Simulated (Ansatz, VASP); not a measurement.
## AlP in VASP and in Ansatz

```
Al P
1.0
     0.00000    2.73926    2.73926
     2.73926    0.00000    2.73926
     2.73926    2.73926    0.00000
Al P
1 1
Direct
  0.00000 0.00000 0.00000
  0.25000 0.25000 0.25000
```

Alike in both runs: task single point; functional PBE-based screened hybrid with a share of 0.75 of exact exchange and HFSCREEN = 0.5; k mesh 4 × 4 × 4; no spin polarisation.

|  | VASP | Ansatz |
| --- | --- | --- |
| version | VASP 6.6.1 | Ansatz 0.2.0 |
| potentials or method | VASP PAW PBE potentials, release 64 (Al, P) | plane waves |
| plane-wave cutoff (eV) | 400 | 420 |
| occupations | gaussian, width 0.01 eV | fixed |
| valence electrons in the cell | 8 | 8 |

Ansatz gave:

- gap on the k mesh at the Fermi level (eV): 2.53
- pressure (GPa): -1.0

Question: Estimate VASP's values.

Answer: gap on the k mesh at the Fermi level (eV): 2.54; pressure (GPa): -1.4.

VASP's potentials were made for PBE, not for PBE-based screened hybrid. Ansatz's warnings: stress exchange threshold loose, stress scf threshold loose.

The k mesh is coarse, so the values compare programs but aren't converged.
